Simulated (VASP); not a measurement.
# BaTe (P1) in VASP: density of states with PBE

Aim: the density of states of BaTe with PBE.

Program: VASP 6.6.1. These are calculated values, not measurements. Logs are shortened: lines on timing, memory, paths and dates and some standing lists are left out, and cuts for length are marked.

## (1) The cell of the first run

The typed cell holds 8 atoms: a = 8.395 Å, b = 8.457 Å, c = 4.849 Å, α = 90.20°, β = 73.14°, γ = 99.79°.

## (2) Density of states, PBE

File POSCAR:

```
BaTe
1.0
   -3.4274840000      6.8638220000      3.4083200000
    3.4448770000     -3.4657860000      6.9017830000
    3.4238670000      3.4330370000     -0.0058690000
Ba Te
4 4
Direct
    0.0124100000      0.0096840000      0.0168360000
    0.0029080000      0.4960960000      0.4994870000
    0.5042930000      0.7682900000      0.7710930000
    0.5019120000      0.2470210000      0.2731270000
    0.2577350000      0.3713350000      0.9004770000
    0.2444940000      0.8800910000      0.3842570000
    0.7468090000      0.1265180000      0.6129470000
    0.7593790000      0.6069590000      0.1060940000
```

File INCAR.step1:

```
SYSTEM = BaTe
  PREC = Accurate
  ENCUT = 520
  EDIFF = 1E-6
  ISMEAR = -1
  SIGMA = 0.1
  LREAL = .False.
  LASPH = .True.
  NELM = 100
  ALGO = Normal
  ISIF = 2
  LWAVE = .False.
  LCHARG = .True.
  GGA = PE
  NBANDS = 42
```

File KPOINTS.step1:

```
Automatic mesh
0
Gamma
  3 2 4
  0 0 0.5
```

File INCAR.step2:

```
SYSTEM = BaTe
  PREC = Accurate
  ENCUT = 520
  EDIFF = 1E-6
  ISMEAR = 0
  SIGMA = 0.1
  LREAL = .False.
  LASPH = .True.
  NELM = 100
  ALGO = Normal
  ISIF = 2
  LWAVE = .False.
  LCHARG = .False.
  GGA = PE
  LORBIT = 10
  NBANDS = 42
  NEDOS = 1001
  ICHARG = 11
```

File KPOINTS.step2:

```
Automatic mesh
0
Gamma
  5 3 6
  0 0 0
```

Potentials or basis: VASP PAW PBE potentials, release 64 (Ba_sv, Te).

Run with:

```console
$ cat potpaw_PBE.64/Ba_sv/POTCAR potpaw_PBE.64/Te/POTCAR > POTCAR
$ cp INCAR.step1 INCAR
$ cp KPOINTS.step1 KPOINTS
$ mpirun -np 1 vasp_std > vasp.out
$ cp INCAR.step2 INCAR
$ cp KPOINTS.step2 KPOINTS
$ mpirun -np 1 vasp_std > vasp.out
```

OUTCAR:

```text
SYSTEM = BaTe
   PREC = Accurate
   ENCUT = 520
   EDIFF = 1E-6
   ISMEAR = 0
   LREAL = .False.
   LASPH = .True.
   NELM = 100
   ISIF = 2
   GGA = PE
   LORBIT = 10
   ICHARG = 11

 ion  position               nearest neighbor table
   1  0.012  0.010  0.017-   6 3.31   5 3.33   7 3.36   6 3.41   7 3.62   8 3.65   2 4.73
   2  0.003  0.496  0.499-   8 3.29   5 3.36   8 3.41   7 3.43   6 3.48   5 3.56   1 4.73
   3  0.504  0.768  0.771-   7 3.30   6 3.38   8 3.48   6 3.50   5 3.58   8 3.71   4 4.72   4 4.73

   4  0.502  0.247  0.273-   7 3.27   8 3.37   5 3.39   6 3.41   5 3.41   7 3.52   3 4.72   3 4.73

   5  0.258  0.371  0.900-   1 3.33   2 3.36   4 3.39   4 3.41   2 3.56   3 3.58
   6  0.244  0.880  0.384-   1 3.31   3 3.38   1 3.41   4 3.41   2 3.48   3 3.50
   7  0.747  0.127  0.613-   4 3.27   3 3.30   1 3.36   2 3.43   4 3.52   1 3.62
   8  0.759  0.607  0.106-   2 3.29   4 3.37   2 3.41   3 3.48   1 3.65   3 3.71

  LATTYP: Found a triclinic cell.
 ALAT       =     8.3885626164
 B/A-ratio  =     2.0007815878
 C/A-ratio  =     0.5779978556
 COS(alpha) =     0.0004364383
 COS(beta)  =     0.2876668071
 COS(gamma) =     0.8317819897

  Lattice vectors:

 A1 = (   6.8513510000,  -3.4307850000,  -3.4141890000)
 A2 = (   6.8339580000,  -6.8288210000, -13.7242920000)
 A3 = (   3.4238670000,   3.4330370000,  -0.0058690000)

Analysis of symmetry for initial positions (statically):
=====================================================================
 Subroutine PRICEL returns:
 Original cell was already a primitive cell.

 Routine SETGRP: Setting up the symmetry group for a
 triclinic supercell.

 Subroutine GETGRP returns: Found  1 space group operations
 (whereof  1 operations were pure point group operations)
 out of a pool of  2 trial point group operations.

The static configuration has the point symmetry C_1 .

Analysis of symmetry for dynamics (positions and initial velocities):
=====================================================================
 Subroutine PRICEL returns:
 Original cell was already a primitive cell.

 Routine SETGRP: Setting up the symmetry group for a
 triclinic supercell.

 Subroutine GETGRP returns: Found  1 space group operations
 (whereof  1 operations were pure point group operations)
 out of a pool of  2 trial point group operations.

The dynamic configuration has the point symmetry C_1 .

 Subroutine INISYM returns: Found  1 space group operations
 (whereof  1 operations are pure point group operations),
 and found     1 'primitive' translations

----------------------------------------------------------------------------------------

                                     Primitive cell

  volume of cell :     324.2302

  direct lattice vectors                    reciprocal lattice vectors
    -3.427484000  6.863822000  3.408320000    -0.073015205  0.072945098  0.073073943
     3.444877000 -3.465786000  6.901783000     0.036212456 -0.035929774  0.108772999
     3.423867000  3.433037000 -0.005869000     0.182540413  0.109172409 -0.036289327

  length of vectors
     8.395019014  8.456563056  4.848571204     0.126459514  0.120140984  0.215769629

  position of ions in fractional coordinates (direct lattice)
     0.012410000  0.009684000  0.016836000
     0.002908000  0.496096000  0.499487000
     0.504293000  0.768290000  0.771093000
     0.501912000  0.247021000  0.273127000
     0.257735000  0.371335000  0.900477000
     0.244494000  0.880091000  0.384257000
     0.746809000  0.126518000  0.612947000
     0.759379000  0.606959000  0.106094000

  ion indices of the primitive-cell ions
   primitive index   ion index
                 1           1
                 2           2
                 3           3
                 4           4
                 5           5
                 6           6
                 7           7
                 8           8

----------------------------------------------------------------------------------------

 KPOINTS: Automatic mesh

Automatic generation of k-mesh.
 Grid dimensions read from file:
 generate k-points for:    5    3    6

 Generating k-lattice:

  Cartesian coordinates                     Fractional coordinates (reciprocal lattice)
    -0.014603041  0.014589020  0.014614789     0.200000000  0.000000000  0.000000000
     0.012070819 -0.011976591  0.036257666     0.000000000  0.333333333  0.000000000
     0.030423402  0.018195402 -0.006048221    -0.000000000 -0.000000000  0.166666667

  Length of vectors
     0.025291903  0.040046995  0.035961605

  Shift w.r.t. Gamma in fractional coordinates (k-lattice)
     0.000000000  0.000000000  0.000000000

 Subroutine IBZKPT returns following result:
 ===========================================

 Found     46 irreducible k-points:

 Following reciprocal coordinates:
            Coordinates               Weight
  0.000000  0.000000  0.000000      1.000000
  0.200000  0.000000  0.000000      2.000000
  0.400000  0.000000  0.000000      2.000000
  0.000000  0.333333 -0.000000      2.000000
  0.200000  0.333333 -0.000000      2.000000
  0.400000  0.333333  0.000000      2.000000
[... 16 lines left out ...]
 -0.200000 -0.333333  0.166667      2.000000
 -0.000000 -0.000000  0.333333      2.000000
 [... further k-points ...]
   k-points           NKPTS =     46   k-points in BZ     NKDIM =     46   number of bands    NBANDS=     42
   number of dos      NEDOS =   1001   number of ions     NIONS =      8
   total plane-waves  NPLWV = 147456
   dimension x,y,z NGX =    64 NGY =   64 NGZ =   36
   dimension x,y,z NGXF=   128 NGYF=  128 NGZF=   72
   ions per type =               4   4
   NGX,Y,Z   is equivalent  to a cutoff of  12.67, 12.58, 12.34 a.u.
   NGXF,Y,Z  is equivalent  to a cutoff of  25.35, 25.16, 24.69 a.u.
 SYSTEM =  BaTe
   PREC   = accura    normal or accurate (medium, high low for compatibility)
   ISTART =      0    job   : 0-new  1-cont  2-samecut
   ICHARG =     11    charge: 1-file 2-atom 10-const
   ISPIN  =      1    spin polarized calculation?
   LNONCOLLINEAR =      F non collinear calculations
   LSORBIT =      F    spin-orbit coupling
   LASPH  =      T    aspherical Exc in radial PAW
   ENCUT  =  520.0 eV  38.22 Ry    6.18 a.u.  15.61 15.72  9.02*2*pi/ulx,y,z
   NELM   =    100;   NELMIN=  2; NELMDL=  0     # of ELM steps
   EDIFF  = 0.1E-05   stopping-criterion for ELM
   LREAL  =      F    real-space projection
   EDIFFG = 0.1E-04   stopping-criterion for IOM
   NSW    =      0    number of steps for IOM
   IBRION =     -1    ionic relax: 0-MD 1-quasi-New 2-CG
   NFREE  =      0    steps in history (QN), initial steepest desc. (CG)
   ISIF   =      2    stress and relaxation
   ISYM   =      2    0-nonsym 1-usesym 2-fastsym
   POTIM  = 0.5000    time-step for ionic-motion
   TEBEG  =    0.0;   TEEND  =   0.0 temperature during run
   PSTRESS=    0.0 pullay stress
   NELECT =      64.0000    total number of electrons
   NUPDOWN=      -1.0000    fix difference up-down
   EMIN   =  10.00;   EMAX   =-10.00  energy-range for DOS
   EFERMI =   0.00;   METHOD = LEGACY
   ISMEAR =     0;   SIGMA  =   0.10  broadening in eV -4-tet -1-fermi 0-gaus
   EFERMI_NEDOS =   21; number of points for ismear=-14 and -15
   IALGO  =     38    algorithm
   IMIX   =      4    mixing-type and parameters
     AMIX     =   0.40;   BMIX     =  1.00
     AMIX_MAG =   1.60;   BMIX_MAG =  1.00
  volume/ion in A,a.u.               =      40.53       273.50
  Fermi-wavevector in a.u.,A,eV,Ry     =   0.953199  1.801285 12.362099  0.908589
  Thomas-Fermi vector in A             =   2.081832
   LORBIT       =     10    0 simple, 1 ext, 2 COOP (PROOUT), +10 PAW based schemes
   GGA     = PE    functional components
   LHFCALC =     F    Hartree Fock is set to
   AEXX    =    0.0000 exact exchange contribution
   IVDW    =     0    specifies the selected vdW correction
   LEPSILON=     F    determine dielectric tensor
   LRPA    =     F    only Hartree local field effects (RPA)
 non-spin polarized calculation
 Gauss-broadening in eV      SIGMA  =   0.10
  energy-cutoff  :      520.00
  volume of cell :      324.23
 maximum number of plane-waves:      8764

 number of electron      63.9999998 magnetization

 Free energy of the ion-electron system (eV)
  ---------------------------------------------------
  ext. energy  EPLUGINS =         0.00000000
  ---------------------------------------------------
  free energy    TOTEN  =       -33.92983103 eV

  energy without entropy =      -33.92983103  energy(sigma->0) =      -33.92983103

 E-fermi :   3.0874     XC(G=0):  -8.4690

 val. band max:        2.6534344183   @ k =   0.0000   0.0000   0.0000
 cond. band min:       4.1341490740   @ k =   0.4000   0.0000   0.0000
 fundamental gap:      1.4807146557
 Fermi energy:         3.0873774095

 k-point     1 :       0.0000    0.0000    0.0000
  band No.  band energies     occupation
      1     -24.3801      2.00000
      2     -24.2566      2.00000
      3     -24.1357      2.00000
      4     -24.0910      2.00000
      5      -9.9895      2.00000
      6      -9.8330      2.00000
[... 34 lines left out ...]
     41       6.8459      0.00000
     42       7.5339      0.00000

 k-point     2 :       0.2000    0.0000    0.0000
  band No.  band energies     occupation
      1     -24.3800      2.00000
      2     -24.2566      2.00000
      3     -24.1355      2.00000
      4     -24.0912      2.00000
      5      -9.9601      2.00000
      6      -9.8925      2.00000
[... 979 lines left out ...]
     41       7.1297      0.00000
     42       7.1911      0.00000

 k-point    24 :      -0.0000   -0.0000    0.3333
  band No.  band energies     occupation
      1     -24.3756      2.00000
      2     -24.2516      2.00000
      3     -24.1308      2.00000
      4     -24.0866      2.00000
      5      -9.8428      2.00000
      6      -9.8220      2.00000
[... 34 lines left out ...]
     41       6.9989      0.00000
     42       7.3892      0.00000

 [... further k-points ...]
[... 5 lines left out ...]
  --------------------------------------------------------------------------------------
  -------------------------------------------------------------------------------------
  Total        7.9502133      7.3658905      7.0625576     -0.0392611      0.1209468     -0.2996425
  in kB       39.2858249     36.3984053     34.8994915     -0.1940080      0.5976561     -1.4806774
  external PRESSURE =      36.8612405 kB  Pullay stress =       0.0000000 kB

 VOLUME and BASIS-vectors are now :
 -----------------------------------------------------------------------------
  energy-cutoff  :      520.00
  volume of cell :      324.23
      direct lattice vectors                 reciprocal lattice vectors
    -3.427484000  6.863822000  3.408320000    -0.073015205  0.072945098  0.073073943
     3.444877000 -3.465786000  6.901783000     0.036212456 -0.035929774  0.108772999
     3.423867000  3.433037000 -0.005869000     0.182540413  0.109172409 -0.036289327

 POSITION                                       TOTAL-FORCE (eV/Angst)
 -----------------------------------------------------------------------------------
      0.04847      0.10942      0.10904        -0.089295     -0.455332     -0.483115
      3.40920      0.01535      3.43093        -0.024927      0.117956      0.134312
      3.55833      3.44584      7.01684        -0.477696      0.152625     -0.578028
      0.06581      3.52657      3.41396        -0.056893     -0.344847      0.165560
      3.47893      3.57345      3.43603        -0.153767     -0.316522      0.305929
      3.50945     -0.05288      6.90526        -0.046756      0.381861     -0.113219
     -0.02519      6.79175      3.41497         0.173706      0.632548      0.132368
     -0.14861      3.47288      6.77668         0.675628     -0.168288      0.436193
 -----------------------------------------------------------------------------------
    total drift:                                0.000337      0.000204      0.000317

  FREE ENERGIE OF THE ION-ELECTRON SYSTEM (eV)
  ---------------------------------------------------
  free  energy   TOTEN  =       -33.9298310293 eV

  energy  without entropy=      -33.9298310293  energy(sigma->0) =      -33.92983103

 total charge

# of ion       s       p       d       tot
------------------------------------------
    1        2.014   5.610   0.307   7.931
    2        2.014   5.611   0.309   7.934
    3        2.012   5.609   0.286   7.907
    4        2.015   5.612   0.322   7.949
    5        1.344   2.150   0.005   3.499
    6        1.343   2.159   0.005   3.507
    7        1.344   2.162   0.005   3.511
    8        1.344   2.137   0.004   3.484
--------------------------------------------------
tot         13.429  31.050   1.243  45.722
```

Wall time 5.7 min (1 thread of Intel Xeon 6975P-C (Granite Rapids), shared host); peak memory 0.67 GiB.

Results:

* Valence electrons inside the program's atomic spheres: Ba 7.93, 7.91, 7.95; Te 3.50, 3.51, 3.48

Caveat: spin-orbit coupling is left out, which moves the levels of the heavy elements.
